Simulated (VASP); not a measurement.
# BN: single point with PBE+D3(BJ)

BN:

```
CELL_PARAMETERS angstrom
0.00000 0.00000 4.33766
2.50768 3.33948 2.16883
-2.50768 3.33948 2.16883
ATOMIC_POSITIONS crystal
B 0.46938 0.75000 0.25000
B 0.50011 0.25000 0.75000
B 0.00011 0.50000 0.50000
B 0.00011 0.00000 0.00000
N 0.16659 0.75000 0.25000
N 0.16659 0.25000 0.75000
N 0.66659 0.50000 0.50000
N 0.66659 0.00000 0.00000
```

This cell differs from its parent crystal: atom 1 (B) moved +0.133 Å towards its neighbour atom 5 (N) at 1.447 Å.

* Program: VASP 6.6.1
* Task: single point
* Functional: PBE
* Dispersion: D3(BJ)
* Potentials or basis: VASP PAW PBE potentials, release 64 (B, N)
* Cutoff: 520 eV
* k mesh: 6 × 6 × 6
* Occupations: gaussian, width 0.05 eV
* Spin: no spin polarisation

The pressure is 2.1 GPa. The largest force is 8.083 eV/Å. The band gap on the k mesh is 3.35 eV and the dispersion energy per atom is -0.140 eV.

Forces in eV/Å, atoms in the order of the input:
```
B    0.000  0.000  8.083
B    0.000  0.000  0.559
B   -0.300  0.000 -0.830
B    0.300  0.000 -0.830
N    0.000  0.000 -4.470
N    0.000  0.000 -0.177
N    0.656  0.000 -1.167
N   -0.656  0.000 -1.167
```

Stress tensor (GPa, compression positive):
```
-1.67  0.00  0.00
 0.00 -0.18  0.00
 0.00  0.00  8.11
```

Levels at points of the mesh, in eV from the valence-band top:
| k point | band 12 | band 13 | band 14 | band 15 | band 16 | band 17 | band 18 | band 19 | band 20 | band 21 |
| --- | --- | --- | --- | --- | --- | --- | --- | --- | --- | --- |
| (0.00, 0.00, 0.00) | -2.21 | -1.86 | -1.72 | -1.48 | -1.05 | 3.35 | 5.00 | 5.90 | 6.25 | 9.72 |
| (0.50, 0.00, 0.00) | -3.61 | -3.42 | -2.38 | -1.44 | -0.91 | 4.44 | 4.82 | 7.84 | 7.93 | 9.27 |
| (0.00, 0.50, 0.00) | -3.92 | -3.57 | -3.00 | -0.38 | -0.29 | 4.30 | 4.55 | 8.07 | 8.12 | 10.72 |
| (0.50, 0.50, 0.00) | -4.06 | -3.85 | -3.44 | -2.10 | -1.75 | 6.95 | 7.19 | 7.46 | 7.63 | 8.03 |
| (0.00, 0.50, 0.50) | -1.84 | -1.21 | -1.09 | -0.58 | -0.31 | 5.29 | 5.59 | 5.73 | 9.33 | 9.98 |

It took 37 s on 1 thread of Intel(R) Xeon(R) 6975P-C (Granite Rapids), on a shared host, peak memory 0.22 GiB.

Caveat: the cell differs from its parent crystal (atom 1 (B) moved +0.133 Å towards its neighbour atom 5 (N) at 1.447 Å); forces of over 1 eV/Å act on the atoms, so gaps and moduli don't describe the material at rest. A k mesh can miss the band edges.
